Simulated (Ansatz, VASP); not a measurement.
Two plane-wave programs on Cs2Ba2H

```xyz
5
Lattice="5.8575 0.0000 0.0000 -2.9287 5.0727 0.0000 0.0000 0.0000 6.3840" Properties=species:S:1:pos:R:3 pbc="T T T"
Cs    0.0000    3.3818    0.0000
Cs    2.9287    1.6909    0.0000
Ba    0.0000    0.0000    1.6561
Ba    0.0000    0.0000    4.7279
H     0.0000    0.0000    0.0000
```

Alike in both runs: task single point; functional PBE; k mesh 3 × 3 × 4; occupations gaussian, width 0.1 eV; no spin polarisation.

```csv
,VASP,Ansatz
version,VASP 6.6.1,Ansatz 0.2.0
potentials or method,"VASP PAW PBE potentials, release 64 (Cs_sv, Ba_sv, H), cutoff 520 eV","scalar-relativistic, plane waves, PAW"
valence electrons in the cell,39,39
```

```csv
,VASP,Ansatz,Ansatz less VASP
gap on the k mesh at the Fermi level (eV),none,none,-
pressure (GPa),14.7,13.1,-1.61
"traceless stress, the component that is largest in VASP (GPa)",17.60,14.83,-2.761
rms of the force components (eV/Å),2.977,2.561,-0.4159
```

Atom by atom the forces differ by 0.416 eV/Å (rms over components). A gap of «none» marks a metal or a gap that the smearing closes. With one functional, cell and mesh, what is left measures potentials, basis and numerics.

The k mesh is coarse, so the values compare programs but aren't converged. Neither program's run includes spin-orbit coupling.
